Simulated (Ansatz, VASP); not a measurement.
**ZnSe: VASP beside Ansatz**

Contents of INCAR:

```
ALGO = Normal
EDIFF = 1E-6
ENCUT = 520
GGA = PS
ISIF = 2
ISMEAR = 0
LASPH = True
LCHARG = False
LREAL = False
LWAVE = False
NBANDS = 16
NELM = 100
PREC = Accurate
SIGMA = 0.01
```

KPOINTS

```
k-points
0
Gamma
  6 6 6
```

The input POSCAR:

```
ZnSe
1.0
    0.0000000000      2.9252753912      2.9252753912
    2.9252753912      0.0000000000      2.9252753912
    2.9252753912      2.9252753912      0.0000000000
Zn Se
1 1
Direct
    0.0000000000      0.0000000000      0.0000000000
    0.2500000000      0.2500000000      0.2500000000
```

Input for Ansatz:

```yaml
crystal:
  lattice:
    - [0.0, 2.9252753911802536, 2.9252753911802536]
    - [2.9252753911802536, 0.0, 2.9252753911802536]
    - [2.9252753911802536, 2.9252753911802536, 0.0]
  atoms:
    - { symbol: Zn, position: [0.0, 0.0, 0.0] }
    - { symbol: Se, position: [0.25, 0.25, 0.25] }
basis:
  ecutwfc: 517.016338673772
kpoints:
  mp_grid:
    grid: [6, 6, 6]
hamiltonian:
  xc: pbesol
scf:
  occupations:
    method: fixed
output:
  stress: true
```

Alike in both runs: task single point; functional PBEsol; k mesh 6 × 6 × 6; no spin polarisation.

|  | VASP | Ansatz |
| --- | --- | --- |
| version | VASP 6.6.1 | Ansatz 0.2.0 |
| potentials or method | VASP PAW PBE potentials, release 64 (Zn, Se), cutoff 520 eV | plane waves, PAW |
| occupations | gaussian, width 0.01 eV | fixed |
| valence electrons in the cell | 18 | 28 |

|  | VASP | Ansatz | Ansatz less VASP |
| --- | --- | --- | --- |
| pressure (GPa) | -5.5 | -5.7 | -0.16 |

VASP's potentials were made for PBE, not for PBEsol. VASP's potentials hold 18 valence electrons a cell and Ansatz's 28, so a difference there can come from the potentials and not from the codes.
